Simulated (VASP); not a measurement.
# LiCl in VASP: single point with PBE

Aim: the single point of LiCl with PBE.

Everything below comes from runs of VASP 6.6.1. Logs are shortened: lines on timing, memory, paths and dates and some standing lists are left out, and cuts for length are marked.

## 1. The cell of the first run

The cell holds a slab with vacuum, 10 atoms: a = 3.627 Å, b = 3.627 Å, c = 27.259 Å, α = 90.00°, β = 90.00°, γ = 90.00°.

## 2. Single point, PBE

INCAR reads:

```
SYSTEM = LiCl
ALGO = Normal ; DIPOL = 0.5 0.5 0.500
EDIFF = 1E-6 ; ENCUT = 520
GGA = PE ; IDIPOL = 3
ISIF = 2 ; ISMEAR = 0
LASPH = .TRUE. ; LCHARG = .FALSE.
LDIPOL = .TRUE. ; LREAL = .FALSE.
LWAVE = .FALSE. ; NBANDS = 36
NELM = 80 ; PREC = Accurate
SIGMA = 0.05
```

KPOINTS reads:

```
k-points
0
G
  7 7 1
  0 0 0
```

POSCAR reads:

```
LiCl
1.0
    3.6271183800      0.0000000000      0.0000000000
    0.0000000000      3.6271183800      0.0000000000
    0.0000000000      0.0000000000     27.2590398025
Li Cl
5 5
Direct
    0.5000000000      0.5000000000      0.3118231626
    0.0000000000      0.0000000000      0.4059115813
    0.5000000000      0.5000000000      0.5001107311
    0.0000000000      0.0000000000      0.5965337059
    0.5000000000      0.5000000000      0.6850258519
    0.0000000000      0.0000000000      0.3118231626
    0.5000000000      0.5000000000      0.4059115813
    0.0000000000      0.0000000000      0.5004852792
    0.5000000000      0.5000000000      0.5944243160
    0.0000000000      0.0000000000      0.6917596110
```

Potentials or basis: VASP PAW PBE potentials, release 64 (Li_sv, Cl).

The run is started by

```console
$ cat potpaw_PBE.64/Li_sv/POTCAR potpaw_PBE.64/Cl/POTCAR > POTCAR
$ mpirun -np 1 vasp_std > vasp.out
```

OUTCAR:

```text
SYSTEM = LiCl
   EDIFF = 1E-6
   ENCUT = 520
   GGA = PE
   ISIF = 2
   ISMEAR = 0
   LASPH = .TRUE.
   LREAL = .FALSE.
   NELM = 80
   PREC = Accurate

 ion  position               nearest neighbor table
   1  0.500  0.500  0.312-   7 2.56   6 2.56   6 2.56   6 2.56   6 2.56
   2  0.000  0.000  0.406-   6 2.56   7 2.56   7 2.56   7 2.56   7 2.56   8 2.58
   3  0.500  0.500  0.500-   8 2.56   8 2.56   8 2.56   8 2.56   7 2.57   9 2.57
   4  0.000  0.000  0.597-   9 2.57   9 2.57   9 2.57   9 2.57  10 2.60   8 2.62
   5  0.500  0.500  0.685-   9 2.47  10 2.57  10 2.57  10 2.57  10 2.57
   6  0.000  0.000  0.312-   2 2.56   1 2.56   1 2.56   1 2.56   1 2.56
   7  0.500  0.500  0.406-   1 2.56   2 2.56   2 2.56   2 2.56   2 2.56   3 2.57
   8  0.000  0.000  0.500-   3 2.56   3 2.56   3 2.56   3 2.56   2 2.58   4 2.62
   9  0.500  0.500  0.594-   5 2.47   4 2.57   4 2.57   4 2.57   4 2.57   3 2.57
  10  0.000  0.000  0.692-   5 2.57   5 2.57   5 2.57   5 2.57   4 2.60

  LATTYP: Found a simple tetragonal cell.
 ALAT       =     3.6271183800
 C/A-ratio  =     7.5153432964

  Lattice vectors:

 A1 = (   3.6271183800,   0.0000000000,   0.0000000000)
 A2 = (   0.0000000000,   3.6271183800,   0.0000000000)
 A3 = (   0.0000000000,   0.0000000000,  27.2590398025)

Analysis of symmetry for initial positions (statically):
=====================================================================
 Subroutine PRICEL returns:
 Original cell was already a primitive cell.

 Routine SETGRP: Setting up the symmetry group for a
 simple tetragonal supercell.

 Subroutine GETGRP returns: Found  8 space group operations
 (whereof  8 operations were pure point group operations)
 out of a pool of 16 trial point group operations.

The static configuration has the point symmetry C_4v.

Analysis of symmetry for dynamics (positions and initial velocities):
=====================================================================
 Subroutine PRICEL returns:
 Original cell was already a primitive cell.

 Routine SETGRP: Setting up the symmetry group for a
 simple tetragonal supercell.

 Subroutine GETGRP returns: Found  8 space group operations
 (whereof  8 operations were pure point group operations)
 out of a pool of 16 trial point group operations.

[... 111 lines left out ...]
   PSTRESS=    0.0 pullay stress
   NELECT =      50.0000    total number of electrons
   NUPDOWN=      -1.0000    fix difference up-down
   EMIN   =  10.00;   EMAX   =-10.00  energy-range for DOS
   EFERMI =   0.00;   METHOD = LEGACY
   ISMEAR =     0;   SIGMA  =   0.05  broadening in eV -4-tet -1-fermi 0-gaus
   EFERMI_NEDOS =   21; number of points for ismear=-14 and -15
   IALGO  =     38    algorithm
   IMIX   =      4    mixing-type and parameters
     AMIX     =   0.40;   BMIX     =  1.00
     AMIX_MAG =   1.60;   BMIX_MAG =  1.00
  volume/ion in A,a.u.               =      35.86       242.01
  Fermi-wavevector in a.u.,A,eV,Ry     =   0.848894  1.604177  9.804646  0.720621
  Thomas-Fermi vector in A             =   1.964629
   LORBIT       =      0    0 simple, 1 ext, 2 COOP (PROOUT), +10 PAW based schemes
   GGA     = PE    functional components
   LHFCALC =     F    Hartree Fock is set to
   AEXX    =    0.0000 exact exchange contribution
   IVDW    =     0    specifies the selected vdW correction
   LEPSILON=     F    determine dielectric tensor
   LRPA    =     F    only Hartree local field effects (RPA)
 non-spin polarized calculation
 Gauss-broadening in eV      SIGMA  =   0.05
  energy-cutoff  :      520.00
  volume of cell :      358.62
 maximum number of plane-waves:      9694
 NGX is ok and might be reduce to    28
   NGX = 13   NGY = 13   NGZ =101

 number of electron      49.9999981 magnetization

 dipolmoment           0.000000      0.000000      0.048318 electrons x Angstroem

 Free energy of the ion-electron system (eV)
  ---------------------------------------------------
  ext. energy  EPLUGINS =         0.00000000
  ---------------------------------------------------
  free energy    TOTEN  =       -36.70173887 eV

  energy without entropy =      -36.70173887  energy(sigma->0) =      -36.70173887

 E-fermi :  -2.9696     XC(G=0):  -4.5288

 val. band max:       -3.2778655750   @ k =   0.4286   0.0000   0.0000
 cond. band min:       2.1381120094   @ k =   0.0000   0.0000   0.0000
 fundamental gap:      5.4159775844
 Fermi energy:        -2.9696154541

 k-point     1 :       0.0000    0.0000    0.0000
  band No.  band energies     occupation
      1     -47.2373      2.00000
      2     -46.9278      2.00000
      3     -46.8666      2.00000
      4     -46.8243      2.00000
      5     -46.7913      2.00000
      6     -16.6411      2.00000
[... 379 lines left out ...]
     35       6.2142      0.00000
     36       6.5100      0.00000

------------------------ aborting loop because EDIFF is reached ----------------------------------------

 vacuum level on the upper side and lower side of the slab       (xc-potential included)         0.093        -0.554

  FORCE on cell =-STRESS in cart. coord.  units (eV):
  Direction    XX          YY          ZZ          XY          YZ          ZX
  --------------------------------------------------------------------------------------
  -------------------------------------------------------------------------------------
  Total       -1.0195591     -1.0195591     -0.1258172      0.0000000      0.0000000      0.0000000
  in kB       -4.5550063     -4.5550063     -0.5621038      0.0000000      0.0000000      0.0000000
  external PRESSURE =      -3.2240388 kB  Pullay stress =       0.0000000 kB

 VOLUME and BASIS-vectors are now :
 -----------------------------------------------------------------------------
  energy-cutoff  :      520.00
  volume of cell :      358.62
      direct lattice vectors                 reciprocal lattice vectors
     3.627118380  0.000000000  0.000000000     0.275700955  0.000000000  0.000000000
     0.000000000  3.627118380  0.000000000     0.000000000  0.275700955  0.000000000
     0.000000000  0.000000000 27.259039802     0.000000000  0.000000000  0.036685078

 POSITION                                       TOTAL-FORCE (eV/Angst)
 -----------------------------------------------------------------------------------
      1.81356      1.81356      8.50000        -0.000000     -0.000000      0.311048
      0.00000      0.00000     11.06476        -0.000000      0.000000     -0.013267
      1.81356      1.81356     13.63254        -0.000000     -0.000000     -0.011910
      0.00000      0.00000     16.26094         0.000000      0.000000      0.028783
      1.81356      1.81356     18.67315        -0.000000      0.000000     -0.024158
      0.00000      0.00000      8.50000         0.000000      0.000000     -0.305687
      1.81356      1.81356     11.06476        -0.000000      0.000000     -0.005348
      0.00000      0.00000     13.64275        -0.000000      0.000000      0.004661
      1.81356      1.81356     16.20344        -0.000000     -0.000000      0.032216
      0.00000      0.00000     18.85670        -0.000000      0.000000     -0.016339
 -----------------------------------------------------------------------------------
    total drift:                                0.000000      0.000000     -0.000795

  FREE ENERGIE OF THE ION-ELECTRON SYSTEM (eV)
  ---------------------------------------------------
  free  energy   TOTEN  =       -36.7017388747 eV

  energy  without entropy=      -36.7017388747  energy(sigma->0) =      -36.70173887

 vacuum level on the upper side and lower side of the slab         3.655         3.001
```

stdout:

```text
POSCAR found type information on POSCAR LiCl
 POSCAR found :  2 types and      10 ions
 scaLAPACK will be used
 LDA part: xc-table for (Slater+PW92), standard interpolation
 POSCAR, INCAR and KPOINTS ok, starting setup
 FFT: planning ... GRIDC
 FFT: planning ... GRID_SOFT
 FFT: planning ... GRID
 WAVECAR not read
 entering main loop
```

Run time: 3.2 min. Hardware: 1 thread of Intel Xeon Platinum 8375C at 2.90GHz (Ice Lake), shared host; peak memory 0.45 GiB.

What came out:

* Free energy: -36.7017 eV
* Largest force: 0.311 eV/Å
* Band gap on the k mesh: 5.42 eV, indirect (least direct gap 5.50 eV)

Forces in eV/Å, atoms in the order of the input:
```
Li   0.000  0.000  0.311
Li   0.000  0.000 -0.013
Li   0.000  0.000 -0.012
Li   0.000  0.000  0.029
Li   0.000  0.000 -0.024
Cl   0.000  0.000 -0.306
Cl   0.000  0.000 -0.005
Cl   0.000  0.000  0.005
Cl   0.000  0.000  0.032
Cl   0.000  0.000 -0.016
```

Levels at points of the mesh, in eV from the valence-band top:
| k point | band 21 | band 22 | band 23 | band 24 | band 25 | band 26 | band 27 | band 28 | band 29 | band 30 |
| --- | --- | --- | --- | --- | --- | --- | --- | --- | --- | --- |
| (0.00, 0.00, 0.00) | -0.23 | -0.23 | -0.19 | -0.08 | -0.08 | 5.42 | 5.93 | 6.67 | 7.04 | 7.38 |

Caveat: the cutoff is under 1.25 times the usual one of these potentials, so pressure, stress and relaxed cells hold a basis-set (Pulay) error.
